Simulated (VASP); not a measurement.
# HfC (zincblende type) (F-43m) in VASP: further runs

The runs below take HfC (zincblende type) through single point, with PBE.

Program: VASP 6.6.1. These are calculated values, not measurements. Logs are shortened: lines on timing, memory, paths and dates and some standing lists are left out, and cuts for length are marked.

### Step 1. The cell of the first run

The structure is cubic, space group F-43m (No. 216). Conventional cell: a = 4.511 Å, b = 4.511 Å, c = 4.511 Å, α = 90.00°, β = 90.00°, γ = 90.00°. Hf (site symmetry -43m) has 4 C at 1.95 Å within 2.6 Å. C (site symmetry -43m) has 4 Hf at 1.95 Å within 2.6 Å.

### Step 2. Single point, PBE

File INCAR:

```
  PREC = Accurate
  ENCUT = 520
  EDIFF = 1E-7
  ISMEAR = -1
  SIGMA = 0.1
  LREAL = F
  LASPH = T
  NELM = 80
  ALGO = Normal
  ISIF = 2
  LWAVE = F
  LCHARG = F
  GGA = PE
  NBANDS = 14
```

File KPOINTS:

```
regular mesh
0
Gamma
  14 14 14
```

File POSCAR:

```
HfC
1.0
    0.0000000000      2.2553032892      2.2553032892
    2.2553032892      0.0000000000      2.2553032892
    2.2553032892      2.2553032892      0.0000000000
Hf C
1 1
Direct
    0.0000000000      0.0000000000      0.0000000000
    0.2500000000      0.2500000000      0.2500000000
```

Potentials or basis: VASP PAW PBE potentials, release 64 (Hf_pv, C).

Run with:

```sh
cat potpaw_PBE.64/Hf_pv/POTCAR potpaw_PBE.64/C/POTCAR > POTCAR
mpirun -np 1 vasp_std > vasp.out
```

OUTCAR:

```text
PREC = Accurate
   ENCUT = 520
   EDIFF = 1E-7
   ISMEAR = -1
   LREAL = F
   LASPH = T
   NELM = 80
   ISIF = 2
   GGA = PE

 ion  position               nearest neighbor table
   1  0.000  0.000  0.000-   2 1.95   2 1.95   2 1.95   2 1.95
   2  0.250  0.250  0.250-   1 1.95   1 1.95   1 1.95   1 1.95

  LATTYP: Found a face centered cubic cell.
 ALAT       =     4.5106065784

  Lattice vectors:

 A1 = (   0.0000000000,   2.2553032892,   2.2553032892)
 A2 = (   2.2553032892,   0.0000000000,   2.2553032892)
 A3 = (   2.2553032892,   2.2553032892,   0.0000000000)

Analysis of symmetry for initial positions (statically):
=====================================================================
 Subroutine PRICEL returns:
 Original cell was already a primitive cell.

 Routine SETGRP: Setting up the symmetry group for a
 face centered cubic supercell.

 Subroutine GETGRP returns: Found 24 space group operations
 (whereof 24 operations were pure point group operations)
 out of a pool of 48 trial point group operations.

The static configuration has the point symmetry T_d .

Analysis of symmetry for dynamics (positions and initial velocities):
=====================================================================
 Subroutine PRICEL returns:
 Original cell was already a primitive cell.

 Routine SETGRP: Setting up the symmetry group for a
 face centered cubic supercell.

 Subroutine GETGRP returns: Found 24 space group operations
 (whereof 24 operations were pure point group operations)
 out of a pool of 48 trial point group operations.

The dynamic configuration has the point symmetry T_d .

 Subroutine INISYM returns: Found 24 space group operations
 (whereof 24 operations are pure point group operations),
 and found     1 'primitive' translations

----------------------------------------------------------------------------------------

                                     Primitive cell

  volume of cell :      22.9427

  direct lattice vectors                    reciprocal lattice vectors
     0.000000000  2.255303289  2.255303289    -0.221699672  0.221699672  0.221699672
     2.255303289  0.000000000  2.255303289     0.221699672 -0.221699672  0.221699672
     2.255303289  2.255303289  0.000000000     0.221699672  0.221699672 -0.221699672

  length of vectors
     3.189480499  3.189480499  3.189480499     0.383995096  0.383995096  0.383995096

  position of ions in fractional coordinates (direct lattice)
     0.000000000  0.000000000  0.000000000
     0.250000000  0.250000000  0.250000000

  ion indices of the primitive-cell ions
   primitive index   ion index
                 1           1
                 2           2

----------------------------------------------------------------------------------------

 KPOINTS: regular mesh

Automatic generation of k-mesh.
 Grid dimensions read from file:
 generate k-points for:   14   14   14

 Generating k-lattice:

  Cartesian coordinates                     Fractional coordinates (reciprocal lattice)
    -0.015835691  0.015835691  0.015835691     0.071428571  0.000000000  0.000000000
     0.015835691 -0.015835691  0.015835691     0.000000000  0.071428571  0.000000000
     0.015835691  0.015835691 -0.015835691     0.000000000  0.000000000  0.071428571

  Length of vectors
     0.027428221  0.027428221  0.027428221

  Shift w.r.t. Gamma in fractional coordinates (k-lattice)
     0.000000000  0.000000000  0.000000000

 Subroutine IBZKPT returns following result:
 ===========================================

 Found    104 irreducible k-points:

 Following reciprocal coordinates:
            Coordinates               Weight
  0.000000  0.000000  0.000000      1.000000
  0.071429  0.000000  0.000000      8.000000
  0.142857  0.000000  0.000000      8.000000
  0.214286  0.000000  0.000000      8.000000
  0.285714  0.000000  0.000000      8.000000
  0.357143  0.000000  0.000000      8.000000
[... 16 lines left out ...]
  0.214286  0.142857  0.000000     24.000000
  0.285714  0.142857  0.000000     24.000000
 [... further k-points ...]
   k-points           NKPTS =    104   k-points in BZ     NKDIM =    104   number of bands    NBANDS=     14
   number of dos      NEDOS =    301   number of ions     NIONS =      2
   total plane-waves  NPLWV =  13824
   dimension x,y,z NGX =    24 NGY =   24 NGZ =   24
   dimension x,y,z NGXF=    48 NGYF=   48 NGZF=   48
   ions per type =               1   1
   NGX,Y,Z   is equivalent  to a cutoff of  12.51, 12.51, 12.51 a.u.
   NGXF,Y,Z  is equivalent  to a cutoff of  25.02, 25.02, 25.02 a.u.
 SYSTEM =  unknown system
   PREC   = accura    normal or accurate (medium, high low for compatibility)
   ISTART =      0    job   : 0-new  1-cont  2-samecut
   ICHARG =      2    charge: 1-file 2-atom 10-const
   ISPIN  =      1    spin polarized calculation?
   LNONCOLLINEAR =      F non collinear calculations
   LSORBIT =      F    spin-orbit coupling
   LASPH  =      T    aspherical Exc in radial PAW
   ENCUT  =  520.0 eV  38.22 Ry    6.18 a.u.   5.93  5.93  5.93*2*pi/ulx,y,z
   NELM   =     80;   NELMIN=  2; NELMDL= -5     # of ELM steps
   EDIFF  = 0.1E-06   stopping-criterion for ELM
   LREAL  =      F    real-space projection
   EDIFFG = 0.1E-05   stopping-criterion for IOM
   NSW    =      0    number of steps for IOM
   IBRION =     -1    ionic relax: 0-MD 1-quasi-New 2-CG
   NFREE  =      0    steps in history (QN), initial steepest desc. (CG)
   ISIF   =      2    stress and relaxation
   ISYM   =      2    0-nonsym 1-usesym 2-fastsym
   POTIM  = 0.5000    time-step for ionic-motion
   TEBEG  =    0.0;   TEEND  =   0.0 temperature during run
   PSTRESS=    0.0 pullay stress
   NELECT =      14.0000    total number of electrons
   NUPDOWN=      -1.0000    fix difference up-down
   EMIN   =  10.00;   EMAX   =-10.00  energy-range for DOS
   EFERMI =   0.00;   METHOD = LEGACY
   ISMEAR =    -1;   SIGMA  =   0.10  broadening in eV -4-tet -1-fermi 0-gaus
   EFERMI_NEDOS =   21; number of points for ismear=-14 and -15
   IALGO  =     38    algorithm
   IMIX   =      4    mixing-type and parameters
     AMIX     =   0.40;   BMIX     =  1.00
     AMIX_MAG =   1.60;   BMIX_MAG =  1.00
  volume/ion in A,a.u.               =      11.47        77.41
  Fermi-wavevector in a.u.,A,eV,Ry     =   1.388575  2.624026 26.233930  1.928139
  Thomas-Fermi vector in A             =   2.512688
   LORBIT       =      0    0 simple, 1 ext, 2 COOP (PROOUT), +10 PAW based schemes
   GGA     = PE    functional components
   LHFCALC =     F    Hartree Fock is set to
   AEXX    =    0.0000 exact exchange contribution
   IVDW    =     0    specifies the selected vdW correction
   LEPSILON=     F    determine dielectric tensor
   LRPA    =     F    only Hartree local field effects (RPA)
 non-spin polarized calculation
  energy-cutoff  :      520.00
  volume of cell :       22.94
 maximum number of plane-waves:       636
   NGX = 11   NGY = 11   NGZ = 11

 number of electron      13.9999999 magnetization

 Free energy of the ion-electron system (eV)
  ---------------------------------------------------
  ext. energy  EPLUGINS =         0.00000000
  ---------------------------------------------------
  free energy    TOTEN  =       -17.65235660 eV

  energy without entropy =      -17.64279337  energy(sigma->0) =      -17.64757498

 E-fermi :   6.4635     XC(G=0): -12.4240

 val. band max:        6.4579937997   @ k =   0.5000   0.5000   0.0000
 cond. band min:       6.5339337666   @ k =  -0.3571   0.4286   0.0714
 fundamental gap:      0.0759399669
 Fermi energy:         6.4635202845

 k-point     1 :       0.0000    0.0000    0.0000
  band No.  band energies     occupation
      1     -22.2542      2.00000
      2     -22.2542      2.00000
      3     -22.2542      2.00000
      4      -5.8801      2.00000
      5       2.6491      2.00000
      6       2.6491      2.00000
      7       2.6491      2.00000
      8      10.6736      0.00000
      9      10.6736      0.00000
     10      10.8812      0.00000
     11      17.4356      0.00000
     12      17.4356      0.00000
     13      17.4356      0.00000
     14      21.4949      0.00000

 k-point     2 :       0.0714    0.0000    0.0000
  band No.  band energies     occupation
      1     -22.3163      2.00000
      2     -22.2623      2.00000
      3     -22.2622      2.00000
      4      -5.7347      2.00000
      5       2.5433      2.00000
      6       2.7165      2.00000
      7       2.7165      2.00000
      8      10.5350      0.00000
      9      10.5350      0.00000
     10      11.1583      0.00000
     11      17.2166      0.00000
     12      17.7549      0.00000
     13      17.7549      0.00000
     14      21.4937      0.00000

 k-point     3 :       0.1429    0.0000    0.0000
  band No.  band energies     occupation
      1     -22.4860      2.00000
      2     -22.2847      2.00000
      3     -22.2847      2.00000
      4      -5.3347      2.00000
      5       2.3143      2.00000
      6       2.8967      2.00000
      7       2.8967      2.00000
      8      10.2574      0.00000
      9      10.2574      0.00000
     10      11.8327      0.00000
     11      16.8178      0.00000
     12      18.4878      0.00000
     13      18.4878      0.00000
     14      21.4767      0.00000

 k-point     4 :       0.2143    0.0000    0.0000
  band No.  band energies     occupation
      1     -22.7216      2.00000
      2     -22.3168      2.00000
      3     -22.3168      2.00000
      4      -4.7840      2.00000
      5       2.1479      2.00000
      6       3.1281      2.00000
      7       3.1281      2.00000
      8      10.0960      0.00000
      9      10.0960      0.00000
     10      12.4592      0.00000
     11      16.7341      0.00000
     12      19.0163      0.00000
     13      19.0163      0.00000
     14      19.9796      0.00000

 k-point     5 :       0.2857    0.0000    0.0000
  band No.  band energies     occupation
      1     -22.9711      2.00000
      2     -22.3521      2.00000
      3     -22.3521      2.00000
      4      -4.2325      2.00000
      5       2.2112      2.00000
      6       3.3312      2.00000
      7       3.3312      2.00000
      8      10.2410      0.00000
      9      10.2410      0.00000
     10      12.5633      0.00000
     11      16.7479      0.00000
[... 276 lines left out ...]
 k-point    22 :       0.1429    0.1429    0.0000
  band No.  band energies     occupation
      1     -22.4839      2.00000
      2     -22.3338      2.00000
      3     -22.3338      2.00000
      4      -5.1446      2.00000
      5       1.9333      2.00000
      6       3.1515      2.00000
      7       3.1515      2.00000
      8       9.0600      0.00000
      9      11.0745      0.00000
     10      12.2930      0.00000
     11      17.9581      0.00000
     12      17.9581      0.00000
     13      18.2565      0.00000
     14      21.4850      0.00000

 k-point    23 :       0.2143    0.1429    0.0000
  band No.  band energies     occupation
      1     -22.6378      2.00000
      2     -22.3733      2.00000
      3     -22.3650      2.00000
      4      -4.7159      2.00000
      5       1.6874      2.00000
      6       3.3949      2.00000
      7       3.4258      2.00000
      8       8.5590      0.00000
      9      11.2037      0.00000
     10      12.9494      0.00000
     11      17.6564      0.00000
     12      18.1997      0.00000
     13      19.0122      0.00000
     14      21.3104      0.00000

 k-point    24 :       0.2857    0.1429    0.0000
  band No.  band energies     occupation
      1     -22.8436      2.00000
      2     -22.4125      2.00000
      3     -22.4026      2.00000
      4      -4.1888      2.00000
      5       1.6046      2.00000
      6       3.5780      2.00000
      7       3.6986      2.00000
      8       8.4246      0.00000
      9      11.3519      0.00000
     10      13.2925      0.00000
     11      17.6070      0.00000
     12      18.0196      0.00000
     13      18.8633      0.00000
     14      20.1981      0.00000

 [... further k-points ...]

------------------------ aborting loop because EDIFF is reached ----------------------------------------

  FORCE on cell =-STRESS in cart. coord.  units (eV):
  Direction    XX          YY          ZZ          XY          YZ          ZX
  --------------------------------------------------------------------------------------
  -------------------------------------------------------------------------------------
  Total       13.7331775     13.7331775     13.7331775      0.0000000      0.0000000     -0.0000000
  in kB      959.0400846    959.0400846    959.0400846      0.0000000      0.0000000     -0.0000000
  external PRESSURE =     959.0400846 kB  Pullay stress =       0.0000000 kB

 VOLUME and BASIS-vectors are now :
 -----------------------------------------------------------------------------
  energy-cutoff  :      520.00
  volume of cell :       22.94
      direct lattice vectors                 reciprocal lattice vectors
     0.000000000  2.255303289  2.255303289    -0.221699672  0.221699672  0.221699672
     2.255303289  0.000000000  2.255303289     0.221699672 -0.221699672  0.221699672
     2.255303289  2.255303289  0.000000000     0.221699672  0.221699672 -0.221699672

 POSITION                                       TOTAL-FORCE (eV/Angst)
 -----------------------------------------------------------------------------------
      0.00000      0.00000      0.00000         0.000000      0.000000      0.000000
      1.12765      1.12765      1.12765        -0.000000     -0.000000     -0.000000
 -----------------------------------------------------------------------------------
    total drift:                               -0.000000     -0.000000     -0.000000

  FREE ENERGIE OF THE ION-ELECTRON SYSTEM (eV)
  ---------------------------------------------------
  free  energy   TOTEN  =       -17.6523566010 eV

  energy  without entropy=      -17.6427933677  energy(sigma->0) =      -17.64757498
```

Run time: 38 s. Hardware: 1 thread of Intel Xeon 8259CL, shared host; peak memory 0.16 GiB.

Results:

```yaml
Free_energy: -17.6524 eV
Pressure: 95.9 GPa
Band_gap_on_the_k_mesh: 0.08 eV (least direct gap 0.43 eV)
```

Levels at points of the mesh, in eV from the valence-band top:
```
           k point  band 4  band 5  band 6  band 7  band 8  band 9  band 10  band 11
(0.00, 0.00, 0.00)  -12.34   -3.81   -3.81   -3.81    4.22    4.22     4.42    10.98
(0.50, 0.00, 0.00)   -9.98   -3.20   -2.94   -2.94    4.88    5.46     5.46     7.74
(0.50, 0.50, 0.00)   -8.98   -6.11    0.00    0.00    0.47    6.00     6.93     7.63
```

Caveat: the cell stands under pressure; spin-orbit coupling is left out, which moves the levels of the heavy elements.

(Part 1 of 2 ends here.)
